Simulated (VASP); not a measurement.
Re: single point with PBE

Re:

```
Re
1.0
     8.28240    0.00000    0.00000
    -4.14120    7.17277    0.00000
     0.00000    0.00000    8.91640
Re
36
Cartesian
  1.4270 0.7906 3.3409
  1.3836 0.7778 7.8251
  0.0065 3.1612 3.3217
  0.0468 3.2290 7.7928
  -1.4400 5.6228 3.2938
  -1.3993 5.5454 7.8415
  4.1460 0.7865 3.3123
  4.1701 0.7937 7.8371
  2.7820 3.2251 3.3559
  2.7740 3.1687 7.8321
  1.3780 5.5478 3.3775
  1.3370 5.6075 7.7735
  6.8901 0.8353 3.3675
  6.9156 0.7915 7.8320
  5.5594 3.2489 3.2918
  5.5492 3.1877 7.7895
  4.1350 5.5834 3.3599
  4.1472 5.6146 7.7870
  -0.0199 1.6461 1.1389
  0.0484 1.6458 5.5457
  -1.3720 3.9627 1.0955
  -1.4219 3.9718 5.5814
  -2.7267 6.3756 1.1158
  -2.7906 6.3112 5.5897
  2.6980 1.5921 1.1175
  2.6531 1.6110 5.6179
  1.4031 3.9772 1.0792
  1.3645 4.0008 5.5294
  0.0362 6.3283 1.1159
  -0.0631 6.3625 5.5695
  5.4926 1.5850 1.1416
  5.4802 1.5454 5.5921
  4.1378 3.9739 1.1187
  4.1928 4.0179 5.5662
  2.8099 6.4229 1.0894
  2.7538 6.3357 5.5580
```

This cell differs from its parent crystal: atoms moved at random.

| Property | Result |
| --- | --- |
| Program | VASP 6.6.1 |
| Task | single point |
| Functional | PBE |
| Potentials or basis | VASP PAW PBE potentials, release 64 (Re) |
| Cutoff | 360 eV |
| k mesh | 3 × 3 × 2 |
| Occupations | methfessel-paxton, width 0.1 eV |
| Spin | no spin polarisation |
| Tolerance level | standard |
| Purpose | forces in a large cell |
| Cell repeated | 3 × 3 × 2 |
| Further INCAR settings | ALGO = Normal; EDIFF = 1e-06; ISYM = 0 |

- Pressure: 5.9 GPa
- Largest force: 1.578 eV/Å
- Band gap on the k mesh: zero (bands 126 and 127 overlap by 0.42 eV)

Forces in eV/Å, atoms in the order of the input:
```
Re  -0.603  0.394  0.329
Re  -0.053  0.413 -0.196
Re  -0.038  0.478  0.268
Re  -0.426 -0.761 -0.107
Re   1.015 -0.646  0.461
Re   0.227  0.495 -0.275
Re   0.039  0.246  0.424
Re  -0.468 -0.026 -0.272
Re  -0.104 -0.638 -0.126
Re   0.070  0.472 -0.553
Re  -0.096  0.580 -0.267
Re   0.677 -0.239 -0.077
Re   0.047 -0.543 -0.144
Re   0.000  0.327 -0.475
Re  -0.432 -0.782  0.690
Re  -0.456 -0.178  0.096
Re  -0.270  0.336 -0.159
Re  -0.325 -0.741  0.333
Re   0.180 -0.564 -0.183
Re  -1.132 -0.849  0.226
Re  -0.276  0.286 -0.048
Re   0.503  0.023 -0.200
Re  -0.512 -0.085 -0.079
Re   0.508  1.023 -0.162
Re   0.918 -0.145 -0.079
Re   1.566 -0.116 -0.155
Re  -0.053  0.364  0.401
Re   0.275 -0.017  0.458
Re   0.037  0.653  0.189
Re   0.439  0.394 -0.189
Re   0.108 -0.087 -0.226
Re   0.291  0.170 -0.251
Re   0.177  0.351 -0.122
Re  -0.968 -1.027  0.033
Re  -0.563 -0.506  0.224
Re  -0.303  0.944  0.213
```

Stress tensor (GPa, compression positive):
```
 6.15  0.44  0.00
 0.44  5.73 -0.01
 0.00 -0.01  5.73
```

Levels at points of the mesh, in eV from the Fermi level:
| k point | band 124 | band 125 | band 126 | band 127 | band 128 | band 129 |
| --- | --- | --- | --- | --- | --- | --- |
| (0.00, 0.00, 0.00) | 0.11 | 0.17 | 0.19 | 0.21 | 0.23 | 0.24 |
| (0.00, 0.00, 0.50) | -0.38 | -0.19 | -0.16 | -0.13 | -0.12 | 0.98 |

It took 3.7 min on 8 MPI ranks on Intel(R) Xeon(R) Platinum 8488C (Sapphire Rapids), with other jobs on the host, peak memory 0.2 GiB a rank.

Caveat: the cell differs from its parent crystal (atoms moved at random); the cell stands under pressure; spin-orbit coupling is left out, which moves the levels of the heavy elements; forces of over 1 eV/Å act on the atoms, so gaps and moduli don't describe the material at rest.
